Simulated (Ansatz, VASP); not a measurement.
## Two plane-wave programs on In2O3

```
In O
1.0
     2.74350    1.58396    4.93340
    -2.74350    1.58396    4.93340
     0.00000   -3.16792    4.93340
In O
4 6
Direct
  0.35668 0.35668 0.35668
  0.14332 0.14332 0.14332
  0.64332 0.64332 0.64332
  0.85668 0.85668 0.85668
  0.54648 0.95352 0.25000
  0.25000 0.54648 0.95352
  0.95352 0.25000 0.54648
  0.45352 0.04648 0.75000
  0.75000 0.45352 0.04648
  0.04648 0.75000 0.45352
```

Change from the starting cell: z stretched by +2 %, ions relaxed.

Alike in both runs: functional PBE; k mesh 7 × 7 × 7; occupations fermi-dirac, width 0.02 eV; no spin polarisation.

Ansatz relaxed the structure, and its values are those at the end. VASP's run is a single point on that final structure, the one shown.

|  | VASP | Ansatz |
| --- | --- | --- |
| version | VASP 6.6.1 | Ansatz 0.2.0 |
| potentials or method | VASP PAW PBE potentials, release 64 (In_d, O) | plane-wave PAW, scalar-relativistic |
| plane-wave cutoff (eV) | 520 | 420 |
| valence electrons in the cell | 88 | 88 |

|  | VASP | Ansatz | Ansatz less VASP |
| --- | --- | --- | --- |
| gap on the k mesh at the Fermi level (eV) | 1.18 | 1.18 | +0.007 |
| pressure (GPa) | 5.6 | 5.2 | -0.46 |
| rms of the force components (eV/Å) | 0.008 | 0.000 | -0.0074 |

Ansatz's warnings: stress scf threshold loose.
